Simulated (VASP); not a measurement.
Wanted: the native input for a VASP 6.6.1 run.

- Task: single point
- Functional: PBE
- Potentials or basis: VASP PAW PBE potentials, release 64 (Al, Cd, N)
- Cutoff: 520 eV
- k mesh: 1 × 1 × 1, shifted
- Occupations: gaussian, width 0.01 eV
- Spin: no spin polarisation
- Dipole correction: no
- Further INCAR settings: LREAL = Auto; ALGO = Normal; EDIFF = 1e-06; NBANDS = 87; ISYM = -1

The structure of Al15CdN15 (a cell with a defect) lies in POSCAR:

```
Al15CdN15
1.0
    6.2595139102      0.0000000601      0.0000000000
   -3.1297570100      5.4208980298      0.0000000000
    0.0000000000      0.0000000000     10.0348065900
Al Cd N
15 1 15
Direct
    0.3303357980      0.1698610753      0.2393493372
    0.3345020835      0.1661789074      0.7541597458
    0.1649080104      0.3358602713      0.9960135258
    0.3340527024      0.6713856311      0.2499865958
    0.1593946564      0.8175457626      0.5034294329
    0.3338523020      0.6641402043      0.7511896741
    0.1647584837      0.8336508273      1.0007032008
    0.8290862550      0.1662353418      0.2498776335
    0.6830846470      0.3413906743      0.5031149013
    0.8355667522      0.1663776869      0.7511375384
    0.6669055894      0.3358573152      1.0005922603
    0.8305559513      0.6691131745      0.2521430719
    0.6644784108      0.8364922192      0.5009850636
    0.8328201593      0.6682260878      0.7509643032
    0.6657024678      0.8350104429      1.0002835082
    0.2094672420      0.2911843421      0.4855682377
    0.1647227497      0.3364807535      0.1871786915
    0.3331473249      0.1677072854      0.9442028893
    0.1691597667      0.3297871919      0.7059930415
    0.3429841162      0.6895690666      0.4353432774
    0.1631652486      0.8334348207      0.1913454274
    0.3325569303      0.6725720757      0.9416222303
    0.1687320665      0.8324460980      0.6912226610
    0.8109885084      0.1576898740      0.4352244355
    0.6660001044      0.3357962759      0.1913818860
    0.8286259743      0.1684260164      0.9416156246
    0.6685953775      0.3327105912      0.6909783859
    0.8325496456      0.6683977119      0.4418412710
    0.6671337302      0.8330453873      0.1885634546
    0.8317032423      0.6690944248      0.9403231149
    0.6676368382      0.8324175076      0.6914814185
```

One way to write it, as run:

INCAR

```
SYSTEM = Al15CdN15
ALGO     = Normal         ! electronic algorithm
EDIFF    = 1E-6           ! SCF threshold, eV
ENCUT    = 520            ! plane-wave cutoff, eV
GGA      = PE             ! functional
GGA_COMPAT= .FALSE.      
ISIF     = 2              ! what is computed and relaxed
ISMEAR   = 0              ! smearing method
ISYM     = -1           
LASPH    = .TRUE.         ! aspherical terms in the spheres
LCHARG   = .TRUE.         ! write CHGCAR
LELF     = .TRUE.         ! ELF
LREAL    = Auto         
LVHAR    = .TRUE.       
LWAVE    = .FALSE.        ! write WAVECAR
NBANDS   = 87             ! bands
NELM     = 120            ! most SCF steps
PREC     = Accurate       ! precision mode
SIGMA    = 0.01           ! smearing width, eV
```

KPOINTS

```
explicit points
1
Reciprocal
  0.25000000   0.25000000   0.25000000 1
```

Potentials or basis: VASP PAW PBE potentials, release 64 (Al, Cd, N).

Launch:

```sh
$ cat potpaw_PBE.64/Al/POTCAR potpaw_PBE.64/Cd/POTCAR potpaw_PBE.64/N/POTCAR > POTCAR
$ mpirun -np 1 vasp_std > vasp.out
```

Results of the run:

| Item | Value |
| --- | --- |
| Pressure | 2.2 GPa |
| Largest force | 0.093 eV/Å |
| Band gap on the k mesh | 3.13 eV |

It took 69 s on 1 thread of Intel(R) Xeon(R) Platinum 8488C (Sapphire Rapids), with other jobs on the host, peak memory 0.42 GiB.
